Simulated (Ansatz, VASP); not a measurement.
## PbO2: VASP beside Ansatz

File INCAR:

```
SYSTEM = PbO2
  PREC = Accurate
  ENCUT = 600
  EDIFF = 1E-6
  ISMEAR = 0
  SIGMA = 0.1
  LREAL = .False.
  LASPH = .True.
  NELM = 200
  ALGO = Normal
  ISIF = 2
  LWAVE = .False.
  LCHARG = .False.
  ISPIN = 2
  MAGMOM = -0.01 0.16 0.16
  LORBIT = 11
  LDAU = .True.
  LDAUTYPE = 2
  LDAUL = -1 1
  LDAUU = 0 5.3
  LDAUJ = 0 0
  LDAUPRINT = 1
  NBANDS = 24
  GGA_COMPAT = .False.
```

Contents of KPOINTS:

```
Automatic mesh
0
Gamma
  2 2 2
  0 0 0
```

The input POSCAR:

```
PbO2
1.0
    0.0000000000      2.7019920000      2.7019920000
    2.7019920000      0.0000000000      2.7019920000
    2.7019920000      2.7019920000      0.0000000000
Pb O
1 2
Direct
    0.0000000000      0.0000000000      0.0000000000
    0.2500000000      0.2500000000      0.2500000000
    0.7500000000      0.7500000000      0.7500000000
```

Input for Ansatz:

```yaml
crystal:
  lattice:
    - [0.0, 2.701992, 2.701992]
    - [2.701992, 0.0, 2.701992]
    - [2.701992, 2.701992, 0.0]
  atoms:
    - { symbol: Pb, position: [0.0, 0.0, 0.0] }
    - { symbol: O, position: [0.25, 0.25, 0.25] }
    - { symbol: O, position: [0.75, 0.75, 0.75] }
basis:
  ecutwfc: 420
kpoints:
  mp_grid: { grid: [2, 2, 2] }
hamiltonian:
  xc: lda
  hubbard: { sites: [{ species: O, l: p, u_eff: 5.3 }] }
scf:
  occupations: { method: gaussian, width: 0.1 }
  mixing: { algorithm: msr1, ndim: 20 }
  initial_density: { chi_scale: 0, normalization: atom }
  convergence: { dr2_threshold: "1e-12 eV" }
  max_iter: 70
output:
  forces: true
  stress: true
  eigenvalues: true
magnetization:
  spin_polarized: true
  initial_magnetization: 3.0
```

Alike in both runs: task single point; functional LDA; k mesh 2 × 2 × 2; occupations gaussian, width 0.1 eV; collinear spin; Hubbard terms O p U = 5.3 eV.

|  | VASP | Ansatz |
| --- | --- | --- |
| version | VASP 6.6.1 | Ansatz 0.2.0 |
| potentials or method | VASP PAW LDA potentials, release 64 (Pb_d, O), cutoff 600 eV | scalar-relativistic, plane waves, PAW |
| valence electrons in the cell | 26 | 26 |

Ansatz gave:

| Property | Result |
| --- | --- |
| gap on the k mesh at the Fermi level (eV) | none |
| pressure (GPa) | -13.1 |
| net moment per atom (μB) | 0.08 |

**Question.** What did VASP give for the same quantities?

**Answer.** gap on the k mesh at the Fermi level (eV): none; pressure (GPa): -8.6; net moment per atom (μB): 0.08.

LDA's correlation is that of Perdew and Zunger in VASP and of Perdew and Wang (1992) in Ansatz. The programs project onto different local orbitals, so the same U acts differently, and such runs can settle in different states. A gap of «none» marks a metal or a gap that the smearing closes. Ansatz's warnings: filled band counts differ across k points, seeded moment not kept.

The k mesh is coarse, so the values compare programs but aren't converged. Neither program's run includes spin-orbit coupling.
